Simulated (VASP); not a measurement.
# TiTe2 (P-3m1) in VASP: further runs

Runs on TiTe2. Level: PBE. Tasks: single point.

All numbers are computed with VASP 6.6.1; they aren't measurements. Logs are shortened: lines on timing, memory, paths and dates and some standing lists are left out, and cuts for length are marked.

## Step 1: The cell of the first run

Symmetry: P-3m1, No. 164, trigonal system. The conventional cell has a = 3.757 Å, b = 3.757 Å, c = 7.059 Å, α = 90.00°, β = 90.00°, γ = 120.00°. Within 3.8 Å of Ti (site symmetry -3m) lie 6 Te at 2.78 Å and 6 Ti at 3.76 Å. Within 3.8 Å of Te (site symmetry 3m) lie 3 Ti at 2.78 Å and 6 Te at 3.76 Å.

## Step 2: Single point, PBE

Input file INCAR:

```
SYSTEM = TiTe2
ALGO = Normal
EDIFF = 1E-7
ENCUT = 520
GGA = PE
ISIF = 2
ISMEAR = 0
ISYM = 0
LASPH = .TRUE.
LCHARG = .FALSE.
LREAL = .FALSE.
LWAVE = .FALSE.
NBANDS = 19
NELM = 100
PREC = Accurate
SIGMA = 0.05
```

Input file KPOINTS:

```
k-points
0
G
  10 10 6
  0 0 0
```

Input file POSCAR:

```
TiTe2
1.0
    3.7571113946      0.0000000000      0.0000000000
   -1.8785556973      3.2537539126      0.0000000000
    0.0000000000      0.0000000000      7.0588037334
Ti Te
1 2
Direct
    0.0000000000      0.0000000000      0.0000000000
    0.3333333333      0.6666666667      0.2465654568
    0.6666666667      0.3333333333      0.7534345432
```

Potentials or basis: VASP PAW PBE potentials, release 64 (Ti_sv, Te).

Command:

```console
cat potpaw_PBE.64/Ti_sv/POTCAR potpaw_PBE.64/Te/POTCAR > POTCAR
mpirun -np 1 vasp_std > vasp.out
```

OUTCAR:

```text
SYSTEM = TiTe2
   EDIFF = 1E-7
   ENCUT = 520
   GGA = PE
   ISIF = 2
   ISMEAR = 0
   ISYM = 0
   LASPH = .TRUE.
   LREAL = .FALSE.
   NELM = 100
   PREC = Accurate

 ion  position               nearest neighbor table
   1  0.000  0.000  0.000-   2 2.78   3 2.78   3 2.78   2 2.78   3 2.78   2 2.78
   2  0.333  0.667  0.247-   1 2.78   1 2.78   1 2.78
   3  0.667  0.333  0.753-   1 2.78   1 2.78   1 2.78

IMPORTANT INFORMATION: All symmetrisations will be switched off!
NOSYMM: (Re-)initialisation of all symmetry stuff for point group C_1.

----------------------------------------------------------------------------------------

                                     Primitive cell

  volume of cell :      86.2919

  direct lattice vectors                    reciprocal lattice vectors
     3.757111395  0.000000000  0.000000000     0.266161925  0.153668659  0.000000000
    -1.878555697  3.253753913  0.000000000     0.000000000  0.307337318  0.000000000
     0.000000000  0.000000000  7.058803733     0.000000000  0.000000000  0.141667064

  length of vectors
     3.757111395  3.757111395  7.058803733     0.307337318  0.307337318  0.141667064

  position of ions in fractional coordinates (direct lattice)
     0.000000000  0.000000000  0.000000000
     0.333333333  0.666666667  0.246565457
     0.666666667  0.333333333  0.753434543

  ion indices of the primitive-cell ions
   primitive index   ion index
                 1           1
                 2           2
                 3           3

----------------------------------------------------------------------------------------

 KPOINTS: k-points

Automatic generation of k-mesh.
 Grid dimensions read from file:
 generate k-points for:   10   10    6

 Generating k-lattice:

  Cartesian coordinates                     Fractional coordinates (reciprocal lattice)
     0.026616192  0.015366866  0.000000000     0.100000000  0.000000000  0.000000000
     0.000000000  0.030733732  0.000000000     0.000000000  0.100000000  0.000000000
     0.000000000  0.000000000  0.023611177     0.000000000  0.000000000  0.166666667

  Length of vectors
     0.030733732  0.030733732  0.023611177

  Shift w.r.t. Gamma in fractional coordinates (k-lattice)
     0.000000000  0.000000000  0.000000000

 Subroutine IBZKPT returns following result:
 ===========================================

 Found    304 irreducible k-points:

 Following reciprocal coordinates:
            Coordinates               Weight
  0.000000  0.000000  0.000000      1.000000
  0.100000  0.000000  0.000000      2.000000
  0.000000  0.100000  0.000000      2.000000
 -0.100000  0.100000  0.000000      2.000000
  0.200000  0.000000  0.000000      2.000000
  0.000000  0.200000  0.000000      2.000000
[... 16 lines left out ...]
 -0.200000  0.300000  0.000000      2.000000
  0.100000  0.200000  0.000000      2.000000
 [... further k-points ...]
   k-points           NKPTS =    304   k-points in BZ     NKDIM =    304   number of bands    NBANDS=     19
   number of dos      NEDOS =    301   number of ions     NIONS =      3
   total plane-waves  NPLWV =  42336
   dimension x,y,z NGX =    28 NGY =   28 NGZ =   54
   dimension x,y,z NGXF=    56 NGYF=   56 NGZF=  108
   ions per type =               1   2
   NGX,Y,Z   is equivalent  to a cutoff of  12.39, 12.39, 12.72 a.u.
   NGXF,Y,Z  is equivalent  to a cutoff of  24.78, 24.78, 25.44 a.u.
 SYSTEM =  TiTe2
   PREC   = accura    normal or accurate (medium, high low for compatibility)
   ISTART =      0    job   : 0-new  1-cont  2-samecut
   ICHARG =      2    charge: 1-file 2-atom 10-const
   ISPIN  =      1    spin polarized calculation?
   LNONCOLLINEAR =      F non collinear calculations
   LSORBIT =      F    spin-orbit coupling
   LASPH  =      T    aspherical Exc in radial PAW
   ENCUT  =  520.0 eV  38.22 Ry    6.18 a.u.   6.99  6.99 13.12*2*pi/ulx,y,z
   NELM   =    100;   NELMIN=  2; NELMDL= -5     # of ELM steps
   EDIFF  = 0.1E-06   stopping-criterion for ELM
   LREAL  =      F    real-space projection
   EDIFFG = 0.1E-05   stopping-criterion for IOM
   NSW    =      0    number of steps for IOM
   IBRION =     -1    ionic relax: 0-MD 1-quasi-New 2-CG
   NFREE  =      0    steps in history (QN), initial steepest desc. (CG)
   ISIF   =      2    stress and relaxation
   ISYM   =      0    0-nonsym 1-usesym 2-fastsym
   POTIM  = 0.5000    time-step for ionic-motion
   TEBEG  =    0.0;   TEEND  =   0.0 temperature during run
   PSTRESS=    0.0 pullay stress
   NELECT =      24.0000    total number of electrons
   NUPDOWN=      -1.0000    fix difference up-down
   EMIN   =  10.00;   EMAX   =-10.00  energy-range for DOS
   EFERMI =   0.00;   METHOD = LEGACY
   ISMEAR =     0;   SIGMA  =   0.05  broadening in eV -4-tet -1-fermi 0-gaus
   EFERMI_NEDOS =   21; number of points for ismear=-14 and -15
   IALGO  =     38    algorithm
   IMIX   =      4    mixing-type and parameters
[... 22 lines left out ...]
  ---------------------------------------------------
  ext. energy  EPLUGINS =         0.00000000
  ---------------------------------------------------
  free energy    TOTEN  =       -16.22123819 eV

  energy without entropy =      -16.21963738  energy(sigma->0) =      -16.22043779

 E-fermi :   5.9492     XC(G=0):  -9.4419

 val. band max:        5.9343501790   @ k =   0.5000   0.5000   0.0000
 cond. band min:       5.9540341095   @ k =  -0.3000  -0.0000   0.3333
 fundamental gap:      0.0196839305
 Fermi energy:         5.9492208593

 k-point     1 :       0.0000    0.0000    0.0000
  band No.  band energies     occupation
      1     -51.5485      2.00000
      2     -27.7993      2.00000
      3     -27.7993      2.00000
      4     -27.7590      2.00000
      5      -6.1857      2.00000
      6      -5.0959      2.00000
[... 11 lines left out ...]
     18      11.3312      0.00000
     19      11.4226      0.00000

 k-point     2 :       0.1000    0.0000    0.0000
  band No.  band energies     occupation
      1     -51.5482      2.00000
      2     -27.8034      2.00000
      3     -27.8003      2.00000
      4     -27.7581      2.00000
      5      -6.0753      2.00000
      6      -5.0289      2.00000
[... 11 lines left out ...]
     18      11.7635      0.00000
     19      12.1079      0.00000

 k-point     3 :       0.0000    0.1000    0.0000
  band No.  band energies     occupation
      1     -51.5482      2.00000
      2     -27.8034      2.00000
      3     -27.8003      2.00000
      4     -27.7581      2.00000
      5      -6.0753      2.00000
      6      -5.0289      2.00000
[... 11 lines left out ...]
     18      11.7635      0.00000
     19      12.1079      0.00000

 k-point     4 :      -0.1000    0.1000    0.0000
  band No.  band energies     occupation
      1     -51.5482      2.00000
      2     -27.8034      2.00000
      3     -27.8003      2.00000
      4     -27.7581      2.00000
      5      -6.0753      2.00000
      6      -5.0289      2.00000
[... 11 lines left out ...]
     18      11.7635      0.00000
     19      12.1079      0.00000

 k-point     5 :       0.2000    0.0000    0.0000
  band No.  band energies     occupation
      1     -51.5474      2.00000
      2     -27.8141      2.00000
      3     -27.8027      2.00000
      4     -27.7556      2.00000
      5      -5.7595      2.00000
      6      -4.8446      2.00000
[... 11 lines left out ...]
     18      12.1688      0.00000
     19      12.2646      0.00000
[... 334 lines left out ...]
      2     -27.8217      2.00000
      3     -27.8058      2.00000
      4     -27.7536      2.00000
      5      -5.4686      2.00000
      6      -4.6855      2.00000
[... 11 lines left out ...]
     18      12.2808      0.00000
     19      12.5593      0.00000

 k-point    22 :      -0.3000    0.2000    0.0000
  band No.  band energies     occupation
      1     -51.5468      2.00000
      2     -27.8217      2.00000
      3     -27.8058      2.00000
      4     -27.7536      2.00000
      5      -5.4686      2.00000
      6      -4.6855      2.00000
[... 11 lines left out ...]
     18      12.2808      0.00000
     19      12.5593      0.00000

 k-point    23 :      -0.2000    0.3000    0.0000
  band No.  band energies     occupation
      1     -51.5468      2.00000
      2     -27.8217      2.00000
      3     -27.8058      2.00000
      4     -27.7536      2.00000
      5      -5.4686      2.00000
      6      -4.6855      2.00000
[... 11 lines left out ...]
     18      12.2808      0.00000
     19      12.5593      0.00000

 k-point    24 :       0.1000    0.2000    0.0000
  band No.  band energies     occupation
      1     -51.5468      2.00000
      2     -27.8217      2.00000
      3     -27.8058      2.00000
      4     -27.7536      2.00000
      5      -5.4686      2.00000
      6      -4.6855      2.00000
[... 11 lines left out ...]
     18      12.2808      0.00000
     19      12.5593      0.00000

 [... further k-points ...]

------------------------ aborting loop because EDIFF is reached ----------------------------------------

  FORCE on cell =-STRESS in cart. coord.  units (eV):
  Direction    XX          YY          ZZ          XY          YZ          ZX
  --------------------------------------------------------------------------------------
  -------------------------------------------------------------------------------------
  Total       -0.0100666     -0.0100725      0.0083786     -0.0000048     -0.0000013      0.0000012
  in kB       -0.1869056     -0.1870164      0.1555659     -0.0000896     -0.0000237      0.0000231
  external PRESSURE =      -0.0727854 kB  Pullay stress =       0.0000000 kB

 VOLUME and BASIS-vectors are now :
 -----------------------------------------------------------------------------
  energy-cutoff  :      520.00
  volume of cell :       86.29
      direct lattice vectors                 reciprocal lattice vectors
     3.757111395  0.000000000  0.000000000     0.266161925  0.153668659  0.000000000
    -1.878555697  3.253753913  0.000000000     0.000000000  0.307337318  0.000000000
     0.000000000  0.000000000  7.058803733     0.000000000  0.000000000  0.141667064

 POSITION                                       TOTAL-FORCE (eV/Angst)
 -----------------------------------------------------------------------------------
      0.00000      0.00000      0.00000         0.000000     -0.000000     -0.000000
     -0.00000      2.16917      1.74046         0.000000     -0.000000      0.009296
      1.87856      1.08458      5.31835        -0.000001      0.000000     -0.009296
 -----------------------------------------------------------------------------------
    total drift:                                0.000000     -0.000000     -0.000000

  FREE ENERGIE OF THE ION-ELECTRON SYSTEM (eV)
  ---------------------------------------------------
  free  energy   TOTEN  =       -16.2212381901 eV

  energy  without entropy=      -16.2196373822  energy(sigma->0) =      -16.22043779
```

Run time: 15 min. Hardware: 1 thread of Intel Xeon 8259CL, shared host; peak memory 0.57 GiB.

Results:

```yaml
Free_energy: -16.2212 eV
Pressure: 0.0 GPa
Largest_force: 0.009 eV/Å
Band_gap_on_the_k_mesh: zero (bands 12 and 13 overlap by 0.67 eV)
```

Forces in eV/Å, atoms in the order of the input:
```
Ti   0.000  0.000  0.000
Te   0.000  0.000  0.009
Te   0.000  0.000 -0.009
```

Levels at points of the mesh, in eV from the Fermi level:
```
           k point  band 10  band 11  band 12  band 13  band 14  band 15
(0.00, 0.00, 0.00)    -0.19     0.31     0.43     0.43     1.17     1.17
(0.50, 0.00, 0.00)    -2.30    -1.71    -0.80    -0.01     1.19     1.52
(0.00, 0.50, 0.00)    -2.30    -1.71    -0.80    -0.01     1.19     1.52
(0.50, 0.50, 0.00)    -2.30    -1.71    -0.80    -0.01     1.19     1.52
(0.00, 0.00, 0.50)    -1.47     0.43     0.43     0.84     1.04     1.04
(0.50, 0.00, 0.50)    -1.81    -1.29    -0.57    -0.24     1.19     1.51
(0.00, 0.50, 0.50)    -1.81    -1.29    -0.57    -0.24     1.19     1.51
(0.50, 0.50, 0.50)    -1.81    -1.29    -0.57    -0.24     1.19     1.51
```

Caveat: spin-orbit coupling is left out, which moves the levels of the heavy elements; this functional lacks dispersion, which binds the layers, so the pressure and a relaxed spacing across them are unreliable.

## Step 3: Single point, PBE (31.64 Å³/atom)

This run uses another cell than the first one, of 31.64 Å³/atom.

Input file INCAR:

```
ALGO = Normal
EDIFF = 1E-6
ENCUT = 520
GGA = PE
ISIF = 2
ISMEAR = 0
LASPH = True
LCHARG = True
LELF = True
LREAL = False
LVHAR = True
LWAVE = False
NBANDS = 19
NELM = 60
PREC = Accurate
SIGMA = 0.05
```

Input file KPOINTS:

```
k-points
0
Gamma
  10 10 6
```

Input file POSCAR:

```
TiTe2
1.0
    3.7611794493      0.0000000000      0.0000000000
   -1.8805897246      3.2572769513      0.0000000000
    0.0000000000      0.0000000000      7.7478967786
Ti Te
1 2
Direct
    0.0000000000      0.0000000000      0.0000000000
    0.3333333333      0.6666666667      0.2248507917
    0.6666666667      0.3333333333      0.7751492083
```

Potentials or basis: VASP PAW PBE potentials, release 64 (Ti_sv, Te).

Command:

```console
cat potpaw_PBE.64/Ti_sv/POTCAR potpaw_PBE.64/Te/POTCAR > POTCAR
mpirun -np 1 vasp_std > vasp.out
```

It took 2.8 min on 1 thread of AMD EPYC 7R43 (Zen 3), shared host; peak memory 0.25 GiB.

The run converged. Its results:

* Free energy: -16.2100 eV
* Pressure: -0.2 GPa
* Largest force: 0.009 eV/Å
* Band gap on the k mesh: zero (bands 12 and 13 overlap by 0.60 eV)

Forces in eV/Å, atoms in the order of the input:
```
Ti   0.000  0.000  0.000
Te   0.000  0.000  0.009
Te   0.000  0.000 -0.009
```

Levels at points of the mesh, in eV from the Fermi level:
```csv
k point,band 8,band 9,band 10,band 11,band 12,band 13,band 14,band 15,band 16,band 17
"(0.00, 0.00, 0.00)",-1.45,-1.45,-0.77,0.37,0.44,0.44,1.16,1.16,3.33,3.33
"(0.50, 0.00, 0.00)",-3.87,-2.25,-1.96,-1.71,-0.67,-0.04,1.19,1.52,2.72,3.08
"(0.00, 0.00, 0.50)",-1.92,-1.45,-1.45,0.44,0.44,0.72,1.13,1.13,3.39,3.39
"(0.50, 0.00, 0.50)",-4.01,-2.28,-1.74,-1.53,-0.61,-0.16,1.19,1.52,2.96,3.20
```

Caveat: spin-orbit coupling is left out, which moves the levels of the heavy elements; this functional lacks dispersion, which binds the layers, so the pressure and a relaxed spacing across them are unreliable.

## Step 4: Single point, PBE (27.18 Å³/atom)

This run uses another cell than the first one, of 27.18 Å³/atom.

Input file INCAR:

```
SYSTEM = TiTe2
ALGO     = Normal         ! electronic algorithm
EDIFF    = 1E-6           ! SCF threshold, eV
ENCUT    = 520            ! plane-wave cutoff, eV
GGA      = PE             ! functional
ISIF     = 2              ! what is computed and relaxed
ISMEAR   = 0              ! smearing method
LASPH    = .TRUE.         ! aspherical terms in the spheres
LCHARG   = .FALSE.        ! write CHGCAR
LREAL    = .FALSE.        ! projectors in reciprocal space
LWAVE    = .FALSE.        ! write WAVECAR
NBANDS   = 19             ! bands
NELM     = 60             ! most SCF steps
PREC     = Accurate       ! precision mode
SIGMA    = 0.05           ! smearing width, eV
```

Input file KPOINTS:

```
k-points
0
G
  10 10 6
  0 0 0
```

Input file POSCAR:

```
TiTe2
1.0
    3.7486887273      0.0000000000      0.0000000000
   -1.8743443636      3.2464596687      0.0000000000
    0.0000000000      0.0000000000      6.7005784780
Ti Te
1 2
Direct
    0.0000000000      0.0000000000      0.0000000000
    0.3333333333      0.6666666667      0.2587650285
    0.6666666667      0.3333333333      0.7412349715
```

Command:

```console
cat potpaw_PBE.64/Ti_sv/POTCAR potpaw_PBE.64/Te/POTCAR > POTCAR
mpirun -np 1 vasp_std > vasp.out
```

Run time: 2.4 min. Hardware: 1 thread of AMD EPYC 7R43 (Zen 3), shared host; peak memory 0.22 GiB.

Results (log left out):

```yaml
Free_energy: -16.2166 eV
Pressure: 0.6 GPa
Largest_force: 0.005 eV/Å
Band_gap_on_the_k_mesh: zero (bands 12 and 13 overlap by 0.72 eV)
```

Forces in eV/Å, atoms in the order of the input:
```
Ti   0.000  0.000  0.000
Te   0.000  0.000  0.005
Te   0.000  0.000 -0.005
```

Stress tensor (GPa, compression positive):
```
0.65 0.00 0.00
0.00 0.65 0.00
0.00 0.00 0.54
```

Levels at points of the mesh, in eV from the Fermi level:
```
           k point  band 10  band 11  band 12  band 13  band 14  band 15
(0.00, 0.00, 0.00)     0.22     0.27     0.40     0.40     1.14     1.14
(0.50, 0.00, 0.00)    -2.41    -1.74    -0.99    -0.03     1.17     1.51
(0.00, 0.00, 0.50)    -1.53     0.40     0.40     0.90     0.90     0.92
(0.50, 0.00, 0.50)    -1.95    -1.15    -0.58    -0.32     1.17     1.50
```

Caveat: spin-orbit coupling is left out, which moves the levels of the heavy elements; this functional lacks dispersion, which binds the layers, so the pressure and a relaxed spacing across them are unreliable.

## Step 5: Single point, PBE (27.61 Å³/atom)

This run uses another cell than the first one, of 27.61 Å³/atom.

Input file INCAR:

```
PREC = Accurate
ENCUT = 520
EDIFF = 1E-6
ISMEAR = 0
SIGMA = 0.05
LREAL = False
LASPH = True
NELM = 100
ALGO = Normal
ISIF = 2
LWAVE = False
LCHARG = False
GGA = PE
NBANDS = 19
```

Input file KPOINTS:

```
Automatic mesh
0
Gamma
  10 10 6
```

Input file POSCAR:

```
TiTe2
1.0
    3.7580495138      0.0000000000      0.0000000000
   -1.8790247569      3.2545663476      0.0000000000
    0.0000000000      0.0000000000      6.7730688047
Ti Te
1 2
Direct
    0.0000000000      0.0000000000      0.0000000000
    0.3333333333      0.6666666667      0.2558467718
    0.6666666667      0.3333333333      0.7441532282
```

Command:

```console
cat potpaw_PBE.64/Ti_sv/POTCAR potpaw_PBE.64/Te/POTCAR > POTCAR
mpirun -np 1 vasp_std > vasp.out
```

Wall time 2.6 min (1 thread of AMD EPYC 7R43 (Zen 3), shared host); peak memory 0.22 GiB.

Results (log left out):

* Free energy: -16.2200 eV
* Pressure: 0.3 GPa
* Largest force: 0.009 eV/Å
* Band gap on the k mesh: zero (bands 12 and 13 overlap by 0.69 eV)

Forces in eV/Å, atoms in the order of the input:
```
Ti   0.000  0.000  0.000
Te   0.000  0.000  0.009
Te   0.000  0.000 -0.009
```

Levels at points of the mesh, in eV from the Fermi level:
| k point | band 10 | band 11 | band 12 | band 13 | band 14 | band 15 |
| --- | --- | --- | --- | --- | --- | --- |
| (0.00, 0.00, 0.00) | 0.13 | 0.28 | 0.40 | 0.40 | 1.12 | 1.12 |
| (0.50, 0.00, 0.00) | -2.38 | -1.74 | -0.96 | -0.03 | 1.16 | 1.49 |
| (0.00, 0.00, 0.50) | -1.54 | 0.39 | 0.39 | 0.90 | 0.91 | 0.91 |
| (0.50, 0.00, 0.50) | -1.92 | -1.18 | -0.60 | -0.30 | 1.16 | 1.48 |

Caveat: spin-orbit coupling is left out, which moves the levels of the heavy elements; this functional lacks dispersion, which binds the layers, so the pressure and a relaxed spacing across them are unreliable.

## Step 6: Summary

```tsv
cell	gap on the mesh (eV)	pressure (GPa)	largest force (eV/Å)
a = 3.757, b = 3.757, c = 7.059 Å, angles 90.0, 90.0, 120.0°, 3 atoms, atomic positions A	none	0.0	0.01
a = 3.761, b = 3.761, c = 7.748 Å, angles 90.0, 90.0, 120.0°, 3 atoms, atomic positions B	none	-0.2	0.01
a = 3.749, b = 3.749, c = 6.701 Å, angles 90.0, 90.0, 120.0°, 3 atoms, atomic positions C	none	0.6	0.01
a = 3.758, b = 3.758, c = 6.773 Å, angles 90.0, 90.0, 120.0°, 3 atoms, atomic positions D	none	0.3	0.01
```

Alike in all rows: task single point; level PBE; potentials or basis VASP PAW PBE potentials, release 64 (Ti_sv, Te); no spin polarisation; k mesh 10 × 10 × 6; cutoff (eV) 520; smearing gaussian 0.05 eV.

Caveats: spin-orbit coupling is left out, which moves the levels of the heavy elements; this functional lacks dispersion, which binds the layers, so the pressure and a relaxed spacing across them are unreliable.

Absolute energies hang on the potentials; compare differences alone.
